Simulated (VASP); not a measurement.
Write the native input for VASP 6.6.1 that does the following.

```yaml
Task: single point
Functional: r2SCAN
Potentials_or_basis: VASP PAW PBE potentials, release 64 (Zr_sv)
Cutoff: 520 eV
k_mesh: 15 × 15 × 8
Occupations: gaussian, width 0.1 eV
Spin: no spin polarisation
Dipole_correction: no
Further_INCAR_settings: ALGO = Normal; EDIFF = 1e-06; NBANDS = 19
```

Crystal: Zr.

```
CELL_PARAMETERS angstrom
3.24637 0.00000 0.00000
-1.62318 2.81144 0.00000
0.00000 0.00000 5.14999
ATOMIC_POSITIONS crystal
Zr 0.33333 0.66667 0.25000
Zr 0.66667 0.33333 0.75000
```

These files were run (other wordings do the same):

POSCAR

```
Zr
1.0
    3.2463687180      0.0000000000      0.0000000000
   -1.6231843590      2.8114377799      0.0000000000
    0.0000000000      0.0000000000      5.1499875950
Zr
2
Direct
    0.3333333333      0.6666666667      0.2500000000
    0.6666666667      0.3333333333      0.7500000000
```

INCAR.step1

```
SYSTEM = Zr
PREC = Accurate
ENCUT = 520
ISMEAR = 0
SIGMA = 0.1
LREAL = .FALSE.
LASPH = .TRUE.
NELM = 80
NBANDS = 19
GGA = PE
ALGO = Normal
EDIFF = 1E-4
LWAVE = .TRUE.
LCHARG = .FALSE.
```

INCAR.step2

```
SYSTEM = Zr
PREC = Accurate
ENCUT = 520
EDIFF = 1E-6
ISMEAR = 0
SIGMA = 0.1
LREAL = .FALSE.
LASPH = .TRUE.
NELM = 80
ALGO = Normal
ISIF = 2
LWAVE = .FALSE.
LCHARG = .FALSE.
METAGGA = R2SCAN
LMIXTAU = .TRUE.
NBANDS = 19
ISTART = 1
```

KPOINTS

```
regular mesh
0
G
  15 15 8
  0 0 0
```

Potentials or basis: VASP PAW PBE potentials, release 64 (Zr_sv).

Command:

```console
$ cat potpaw_PBE.64/Zr_sv/POTCAR > POTCAR
$ cp INCAR.step1 INCAR
$ mpirun -np 1 vasp_std > vasp.out
$ cp INCAR.step2 INCAR
$ mpirun -np 1 vasp_std > vasp.out
```

It gave:

```json
{"Pressure": "0.0 GPa", "Band gap on the k mesh": "zero (band 12 reaches 9.91 eV, above the bottom of band 13 at 8.64 eV)"}
```

Caveat: the PAW data sets were made with another functional, which shifts forces and pressure a little.

It took 3.3 min on 1 thread of Intel(R) Xeon(R) Platinum 8488C (Sapphire Rapids), with other jobs on the host, peak memory 0.24 GiB.
